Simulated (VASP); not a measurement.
# AlN (Fm-3m) in VASP: notebook

Aim: see how the results for AlN move with the level of theory and the settings. Levels: HSE06, PBE0. Tasks: single point.

All numbers are computed with VASP 6.6.1; they aren't measurements. Logs are shortened: lines on timing, memory, paths and dates and some standing lists are left out, and cuts for length are marked.

## Step 1: The cell of the first run

It takes space group Fm-3m (No. 225, cubic). Conventional cell: a = 4.069 Å, b = 4.069 Å, c = 4.069 Å, α = 90.00°, β = 90.00°, γ = 90.00°. Within 2.7 Å of Al (site symmetry m-3m) lie 6 N at 2.03 Å. Within 2.7 Å of N (site symmetry m-3m) lie 6 Al at 2.03 Å.

## Step 2: Single point, HSE06

POSCAR reads:

```
AlN
1.0
    0.0000000000      2.0345180000      2.0345180000
    2.0345180000      0.0000000000      2.0345180000
    2.0345180000      2.0345180000      0.0000000000
Al N
1 1
Direct
    0.5000000000      0.5000000000      0.5000000000
    0.0000000000      0.0000000000      0.0000000000
```

INCAR.step1 reads:

```
ALGO     = Normal         # electronic algorithm
EDIFF    = 1E-5           # SCF threshold, eV
ENCUT    = 520            # plane-wave cutoff, eV
GGA      = PE             # functional
ISIF     = 2              # what is computed and relaxed
ISMEAR   = -1             # smearing method
LASPH    = True           # aspherical terms in the spheres
LCHARG   = False          # write CHGCAR
LREAL    = False          # projectors in reciprocal space
LWAVE    = True           # write WAVECAR
NBANDS   = 11             # bands
NELM     = 100            # most SCF steps
PREC     = Accurate       # precision mode
SIGMA    = 0.05           # smearing width, eV
```

INCAR.step2 reads:

```
ALGO     = Normal         # electronic algorithm
EDIFF    = 1E-6           # SCF threshold, eV
ENCUT    = 520            # plane-wave cutoff, eV
GGA      = PE             # functional
HFSCREEN = 0.2079         # screening, 1/A
ISIF     = 2              # what is computed and relaxed
ISMEAR   = -1             # smearing method
ISTART   = 1            
LASPH    = True           # aspherical terms in the spheres
LCHARG   = False          # write CHGCAR
LHFCALC  = True           # exact exchange
LREAL    = False          # projectors in reciprocal space
LWAVE    = False          # write WAVECAR
NBANDS   = 11             # bands
NELM     = 100            # most SCF steps
PREC     = Accurate       # precision mode
PRECFOCK = Normal       
SIGMA    = 0.05           # smearing width, eV
```

KPOINTS reads:

```
k-points
0
Gamma
  8 8 8
```

Potentials or basis: VASP PAW PBE potentials, release 64 (Al, N).

Launch:

```console
$ cat potpaw_PBE.64/Al/POTCAR potpaw_PBE.64/N/POTCAR > POTCAR
$ cp INCAR.step1 INCAR
$ mpirun -np 1 vasp_std > vasp.out
$ cp INCAR.step2 INCAR
$ mpirun -np 1 vasp_std > vasp.out
```

OUTCAR:

```text
EDIFF = 1E-6
   ENCUT = 520
   GGA = PE
   HFSCREEN = 0.2079
   ISIF = 2
   ISMEAR = -1
   ISTART = 1
   LASPH = True
   LHFCALC = True
   LREAL = False
   NELM = 100
   PREC = Accurate
   PRECFOCK = Normal

 ion  position               nearest neighbor table
   1  0.500  0.500  0.500-   2 2.03   2 2.03   2 2.03   2 2.03   2 2.03   2 2.03
   2  0.000  0.000  0.000-   1 2.03   1 2.03   1 2.03   1 2.03   1 2.03   1 2.03

  LATTYP: Found a face centered cubic cell.
 ALAT       =     4.0690360000

  Lattice vectors:

 A1 = (   0.0000000000,   2.0345180000,   2.0345180000)
 A2 = (   2.0345180000,   0.0000000000,   2.0345180000)
 A3 = (   2.0345180000,   2.0345180000,   0.0000000000)

Analysis of symmetry for initial positions (statically):
=====================================================================
 Subroutine PRICEL returns:
 Original cell was already a primitive cell.

 Routine SETGRP: Setting up the symmetry group for a
 face centered cubic supercell.

 Subroutine GETGRP returns: Found 48 space group operations
 (whereof 48 operations were pure point group operations)
 out of a pool of 48 trial point group operations.

The static configuration has the point symmetry O_h .

Analysis of symmetry for dynamics (positions and initial velocities):
=====================================================================
 Subroutine PRICEL returns:
 Original cell was already a primitive cell.

 Routine SETGRP: Setting up the symmetry group for a
 face centered cubic supercell.

 Subroutine GETGRP returns: Found 48 space group operations
 (whereof 48 operations were pure point group operations)
 out of a pool of 48 trial point group operations.

The dynamic configuration has the point symmetry O_h .

 Subroutine INISYM returns: Found 48 space group operations
 (whereof 48 operations are pure point group operations),
 and found     1 'primitive' translations

----------------------------------------------------------------------------------------

                                     Primitive cell

  volume of cell :      16.8428

  direct lattice vectors                    reciprocal lattice vectors
     0.000000000  2.034518000  2.034518000    -0.245758455  0.245758455  0.245758455
     2.034518000  0.000000000  2.034518000     0.245758455 -0.245758455  0.245758455
     2.034518000  2.034518000  0.000000000     0.245758455  0.245758455 -0.245758455

  length of vectors
     2.877242948  2.877242948  2.877242948     0.425666130  0.425666130  0.425666130

  position of ions in fractional coordinates (direct lattice)
     0.500000000  0.500000000  0.500000000
     0.000000000  0.000000000  0.000000000

  ion indices of the primitive-cell ions
   primitive index   ion index
                 1           1
                 2           2

----------------------------------------------------------------------------------------

 KPOINTS: k-points

Automatic generation of k-mesh.
 Grid dimensions read from file:
 generate k-points for:    8    8    8

 Generating k-lattice:

  Cartesian coordinates                     Fractional coordinates (reciprocal lattice)
    -0.030719807  0.030719807  0.030719807     0.125000000  0.000000000  0.000000000
     0.030719807 -0.030719807  0.030719807     0.000000000  0.125000000  0.000000000
     0.030719807  0.030719807 -0.030719807     0.000000000  0.000000000  0.125000000

  Length of vectors
     0.053208266  0.053208266  0.053208266

  Shift w.r.t. Gamma in fractional coordinates (k-lattice)
     0.000000000  0.000000000  0.000000000

 Subroutine IBZKPT returns following result:
 ===========================================

 Found     29 irreducible k-points:

 Following reciprocal coordinates:
            Coordinates               Weight
  0.000000  0.000000  0.000000      1.000000
  0.125000  0.000000  0.000000      8.000000
  0.250000  0.000000  0.000000      8.000000
  0.375000  0.000000  0.000000      8.000000
  0.500000  0.000000  0.000000      4.000000
  0.125000  0.125000  0.000000      6.000000
[... 16 lines left out ...]
  0.500000  0.250000  0.125000     48.000000
 -0.375000  0.250000  0.125000     24.000000
 [... further k-points ...]
   k-points           NKPTS =     29   k-points in BZ     NKDIM =    512   number of bands    NBANDS=     11
   number of dos      NEDOS =    301   number of ions     NIONS =      2
   total plane-waves  NPLWV =  13824
   dimension x,y,z NGX =    24 NGY =   24 NGZ =   24
   dimension x,y,z NGXF=    48 NGYF=   48 NGZF=   48
   ions per type =               1   1
   NGX,Y,Z   is equivalent  to a cutoff of  13.87, 13.87, 13.87 a.u.
   NGXF,Y,Z  is equivalent  to a cutoff of  27.73, 27.73, 27.73 a.u.
 SYSTEM =  unknown system
   PREC   = accura    normal or accurate (medium, high low for compatibility)
   ISTART =      1    job   : 0-new  1-cont  2-samecut
   ICHARG =      0    charge: 1-file 2-atom 10-const
   ISPIN  =      1    spin polarized calculation?
   LNONCOLLINEAR =      F non collinear calculations
   LSORBIT =      F    spin-orbit coupling
   LASPH  =      T    aspherical Exc in radial PAW
   ENCUT  =  520.0 eV  38.22 Ry    6.18 a.u.   5.35  5.35  5.35*2*pi/ulx,y,z
   NELM   =    100;   NELMIN=  2; NELMDL=  0     # of ELM steps
   EDIFF  = 0.1E-05   stopping-criterion for ELM
   LREAL  =      F    real-space projection
   EDIFFG = 0.1E-04   stopping-criterion for IOM
   NSW    =      0    number of steps for IOM
   IBRION =     -1    ionic relax: 0-MD 1-quasi-New 2-CG
   NFREE  =      0    steps in history (QN), initial steepest desc. (CG)
   ISIF   =      2    stress and relaxation
   ISYM   =      3    0-nonsym 1-usesym 2-fastsym
   POTIM  = 0.5000    time-step for ionic-motion
   TEBEG  =    0.0;   TEEND  =   0.0 temperature during run
   PSTRESS=    0.0 pullay stress
   NELECT =       8.0000    total number of electrons
   NUPDOWN=      -1.0000    fix difference up-down
   EMIN   =  10.00;   EMAX   =-10.00  energy-range for DOS
   EFERMI =   0.00;   METHOD = LEGACY
   ISMEAR =    -1;   SIGMA  =   0.05  broadening in eV -4-tet -1-fermi 0-gaus
   EFERMI_NEDOS =   21; number of points for ismear=-14 and -15
   IALGO  =     38    algorithm
   IMIX   =      1    mixing-type and parameters
     AMIX     =   0.40;   BMIX     =  1.00
     AMIX_MAG =   1.60;   BMIX_MAG =  1.00
  volume/ion in A,a.u.               =       8.42        56.83
  Fermi-wavevector in a.u.,A,eV,Ry     =   1.277321  2.413786 22.198561  1.631548
  Thomas-Fermi vector in A             =   2.409927
   LORBIT       =      0    0 simple, 1 ext, 2 COOP (PROOUT), +10 PAW based schemes
   GGA     = PE    functional components
   LHFCALC =     T    Hartree Fock is set to
   PRECFOCK=normal    Normal, Fast or Accurate (Low or Medium for compatibility)
   ENCUT4O =  -1.0   cutoff for four orbital integrals eV
   NKREDX  =     1    reduce k-point grid by
   NKREDY  =     1    reduce k-point grid by
   NKREDZ  =     1    reduce k-point grid by
   AEXX    =    0.2500 exact exchange contribution
   HFSCREEN=    0.2079 screening length (either q_TF or 0.3 A-1)
   HFSCREENC=   0.2079 screening length for correlation (either q_TF or 0.3 A-1)
   ENCUTFOCK=  -1.0 apply spherical cutoff to Coloumb kernel
   IVDW    =     0    specifies the selected vdW correction
   LEPSILON=     F    determine dielectric tensor
   LRPA    =     F    only Hartree local field effects (RPA)
 non-spin polarized calculation
  energy-cutoff  :      520.00
  volume of cell :       16.84
 maximum number of plane-waves:       469
 NGX is ok and might be reduce to    24
  NGX = 18; NGY = 18; NGZ = 18

 number of electron       7.9999999 magnetization

 Free energy of the ion-electron system (eV)
  ---------------------------------------------------
  ext. energy  EPLUGINS =         0.00000000
  ---------------------------------------------------
  free energy    TOTEN  =       -17.12323844 eV

  energy without entropy =      -17.12323844  energy(sigma->0) =      -17.12323844

 E-fermi :   9.8762     XC(G=0):  -9.9881

 val. band max:        8.8670954348   @ k =   0.0000   0.0000   0.0000
 cond. band min:      14.6380612036   @ k =   0.5000   0.5000   0.0000
 fundamental gap:      5.7709657688
 Fermi energy:         9.8761618967

 k-point     1 :       0.0000    0.0000    0.0000
  band No.  band energies     occupation
      1     -10.1757      2.00000
      2       8.8671      2.00000
      3       8.8671      2.00000
      4       8.8671      2.00000
      5      15.7655      0.00000
      6      22.5962      0.00000
      7      22.5962      0.00000
      8      22.5962      0.00000
      9      27.7263      0.00000
     10      28.4186      0.00000
     11      28.4186      0.00000

 k-point     2 :       0.1250    0.0000    0.0000
  band No.  band energies     occupation
      1      -9.8393      2.00000
      2       7.2717      2.00000
      3       8.6750      2.00000
      4       8.6750      2.00000
      5      16.6865      0.00000
      6      21.4027      0.00000
      7      23.0277      0.00000
      8      23.0277      0.00000
      9      26.3952      0.00000
     10      26.3952      0.00000
     11      28.7145      0.00000

 k-point     3 :       0.2500    0.0000    0.0000
  band No.  band energies     occupation
      1      -8.8845      2.00000
      2       4.2114      2.00000
      3       8.2556      2.00000
      4       8.2556      2.00000
      5      17.0619      0.00000
      6      21.6426      0.00000
      7      22.7054      0.00000
      8      22.7054      0.00000
      9      26.7647      0.00000
     10      26.7647      0.00000
     11      27.7076      0.00000
[... 267 lines left out ...]
 k-point    23 :       0.5000    0.2500    0.1250
  band No.  band energies     occupation
      1      -6.9223      2.00000
      2       1.9562      2.00000
      3       5.1869      2.00000
      4       7.0641      2.00000
      5      18.6147      0.00000
      6      19.4408      0.00000
      7      21.3067      0.00000
      8      23.7809      0.00000
      9      27.6188      0.00000
     10      30.8794      0.00000
     11      32.6560      0.00000

 k-point    24 :      -0.3750    0.2500    0.1250
  band No.  band energies     occupation
      1      -6.2611      2.00000
      2       0.9493      2.00000
      3       4.9488      2.00000
      4       6.7790      2.00000
      5      18.7052      0.00000
      6      18.8159      0.00000
      7      22.9704      0.00000
      8      23.2359      0.00000
      9      28.7718      0.00000
     10      29.7550      0.00000
     11      33.1923      0.00000

 [... further k-points ...]

------------------------ aborting loop because EDIFF is reached ----------------------------------------

  FORCE on cell =-STRESS in cart. coord.  units (eV):
  Direction    XX          YY          ZZ          XY          YZ          ZX
  --------------------------------------------------------------------------------------
  -------------------------------------------------------------------------------------
  Total       -0.7922881     -0.7922881     -0.7922881      0.0000000      0.0000000     -0.0000000
  in kB      -75.3666293    -75.3666293    -75.3666293      0.0000000      0.0000000     -0.0000000
  external PRESSURE =     -75.3666293 kB  Pullay stress =       0.0000000 kB

 VOLUME and BASIS-vectors are now :
 -----------------------------------------------------------------------------
  energy-cutoff  :      520.00
  volume of cell :       16.84
      direct lattice vectors                 reciprocal lattice vectors
     0.000000000  2.034518000  2.034518000    -0.245758455  0.245758455  0.245758455
     2.034518000  0.000000000  2.034518000     0.245758455 -0.245758455  0.245758455
     2.034518000  2.034518000  0.000000000     0.245758455  0.245758455 -0.245758455

 POSITION                                       TOTAL-FORCE (eV/Angst)
 -----------------------------------------------------------------------------------
      2.03452      2.03452      2.03452         0.000000     -0.000000      0.000000
      0.00000      0.00000      0.00000        -0.000000      0.000000     -0.000000
 -----------------------------------------------------------------------------------
    total drift:                                0.000000      0.000000      0.000000

  FREE ENERGIE OF THE ION-ELECTRON SYSTEM (eV)
  ---------------------------------------------------
  free  energy   TOTEN  =       -17.1232384381 eV

  energy  without entropy=      -17.1232384381  energy(sigma->0) =      -17.12323844
```

Run time: 11 min. Hardware: 1 thread of Intel Xeon 6975P-C (Granite Rapids), shared host; peak memory 0.24 GiB.

What came out:

```yaml
Free_energy: -17.1232 eV
Pressure: -7.5 GPa
Band_gap_on_the_k_mesh: 5.77 eV (least direct gap 6.90 eV)
```

Levels at points of the mesh, in eV from the valence-band top:
| k point | band 1 | band 2 | band 3 | band 4 | band 5 | band 6 | band 7 | band 8 |
| --- | --- | --- | --- | --- | --- | --- | --- | --- |
| (0.00, 0.00, 0.00) | -19.04 | 0.00 | 0.00 | 0.00 | 6.90 | 13.73 | 13.73 | 13.73 |
| (0.50, 0.00, 0.00) | -15.65 | -8.87 | -1.12 | -1.12 | 7.40 | 12.42 | 12.42 | 15.21 |
| (0.50, 0.50, 0.00) | -14.62 | -7.88 | -3.00 | -3.00 | 5.77 | 6.64 | 15.99 | 19.16 |

Caveat: the cell stands under tension; the PAW data sets were made with another functional, which shifts forces and pressure a little. A k mesh can miss the band edges.

## Step 3: Single point, PBE0

POSCAR is that of step 2.

INCAR.step1 reads:

```
SYSTEM = AlN
PREC = Accurate
ENCUT = 520
EDIFF = 1E-5
ISMEAR = -1
SIGMA = 0.05
LREAL = .FALSE.
LASPH = .TRUE.
NELM = 100
ALGO = Normal
ISIF = 2
LWAVE = .TRUE.
GGA = PE
NBANDS = 11
```

INCAR.step2 reads:

```
SYSTEM = AlN
PREC = Accurate
ENCUT = 520
EDIFF = 1E-6
ISMEAR = -1
SIGMA = 0.05
LREAL = .FALSE.
LASPH = .TRUE.
NELM = 100
ALGO = Normal
ISIF = 2
LWAVE = .FALSE.
LCHARG = .TRUE.
GGA = PE
LHFCALC = .TRUE.
AEXX = 0.25
PRECFOCK = Normal
LELF = .TRUE.
LVHAR = .TRUE.
ISTART = 1
NBANDS = 11
```

KPOINTS reads:

```
Automatic mesh
0
G
  8 8 8
  0 0 0
```

Potentials or basis: VASP PAW PBE potentials, release 64 (Al, N).

Launch:

```console
$ cat potpaw_PBE.64/Al/POTCAR potpaw_PBE.64/N/POTCAR > POTCAR
$ cp INCAR.step1 INCAR
$ mpirun -np 1 vasp_std > vasp.out
$ cp INCAR.step2 INCAR
$ mpirun -np 1 vasp_std > vasp.out
```

OUTCAR:

```text
SYSTEM = AlN
   PREC = Accurate
   ENCUT = 520
   EDIFF = 1E-6
   ISMEAR = -1
   LREAL = .FALSE.
   LASPH = .TRUE.
   NELM = 100
   ISIF = 2
   GGA = PE
   LHFCALC = .TRUE.
   AEXX = 0.25
   PRECFOCK = Normal
   ISTART = 1

 ion  position               nearest neighbor table
   1  0.500  0.500  0.500-   2 2.03   2 2.03   2 2.03   2 2.03   2 2.03   2 2.03
   2  0.000  0.000  0.000-   1 2.03   1 2.03   1 2.03   1 2.03   1 2.03   1 2.03

  LATTYP: Found a face centered cubic cell.
 ALAT       =     4.0690360000

  Lattice vectors:

 A1 = (   0.0000000000,   2.0345180000,   2.0345180000)
 A2 = (   2.0345180000,   0.0000000000,   2.0345180000)
 A3 = (   2.0345180000,   2.0345180000,   0.0000000000)

Analysis of symmetry for initial positions (statically):
=====================================================================
 Subroutine PRICEL returns:
 Original cell was already a primitive cell.

 Routine SETGRP: Setting up the symmetry group for a
 face centered cubic supercell.

 Subroutine GETGRP returns: Found 48 space group operations
 (whereof 48 operations were pure point group operations)
 out of a pool of 48 trial point group operations.

[... 182 lines left out ...]
      4       8.4819      2.00000
      5      16.1302      0.00000
      6      22.9846      0.00000
      7      22.9846      0.00000
      8      22.9846      0.00000
      9      28.1016      0.00000
     10      28.8251      0.00000
     11      28.8251      0.00000
[... 309 lines left out ...]
 k-point    24 :      -0.3750    0.2500    0.1250
  band No.  band energies     occupation
      1      -6.6777      2.00000
      2       0.5233      2.00000
      3       4.5395      2.00000
      4       6.3840      2.00000
      5      19.0891      0.00000
      6      19.2056      0.00000
      7      23.3679      0.00000
      8      23.6376      0.00000
      9      29.1719      0.00000
     10      30.1550      0.00000
     11      33.5874      0.00000

 [... further k-points ...]

------------------------ aborting loop because EDIFF is reached ----------------------------------------

  FORCE on cell =-STRESS in cart. coord.  units (eV):
  Direction    XX          YY          ZZ          XY          YZ          ZX
  --------------------------------------------------------------------------------------
  -------------------------------------------------------------------------------------
  Total       -0.7902495     -0.7902495     -0.7902495      0.0000000     -0.0000000      0.0000000
  in kB      -75.1727084    -75.1727084    -75.1727084      0.0000000     -0.0000000      0.0000000
  external PRESSURE =     -75.1727084 kB  Pullay stress =       0.0000000 kB

 VOLUME and BASIS-vectors are now :
 -----------------------------------------------------------------------------
  energy-cutoff  :      520.00
  volume of cell :       16.84
      direct lattice vectors                 reciprocal lattice vectors
     0.000000000  2.034518000  2.034518000    -0.245758455  0.245758455  0.245758455
     2.034518000  0.000000000  2.034518000     0.245758455 -0.245758455  0.245758455
     2.034518000  2.034518000  0.000000000     0.245758455  0.245758455 -0.245758455

 POSITION                                       TOTAL-FORCE (eV/Angst)
 -----------------------------------------------------------------------------------
      2.03452      2.03452      2.03452         0.000000      0.000000      0.000000
      0.00000      0.00000      0.00000        -0.000000     -0.000000     -0.000000
 -----------------------------------------------------------------------------------
    total drift:                               -0.000000     -0.000000     -0.000000

  FREE ENERGIE OF THE ION-ELECTRON SYSTEM (eV)
  ---------------------------------------------------
  free  energy   TOTEN  =       -18.0443262879 eV

  energy  without entropy=      -18.0443262878  energy(sigma->0) =      -18.04432629
```

Run time: 11 min. Hardware: 1 thread of Intel Xeon 6975P-C (Granite Rapids), shared host; peak memory 0.15 GiB.

Results:

| Property | Result |
| --- | --- |
| Free energy | -18.0443 eV |
| Pressure | -7.5 GPa |
| Band gap on the k mesh | 6.53 eV (least direct gap 7.65 eV) |

Caveat: the cell stands under tension; the PAW data sets were made with another functional, which shifts forces and pressure a little. A k mesh can miss the band edges.
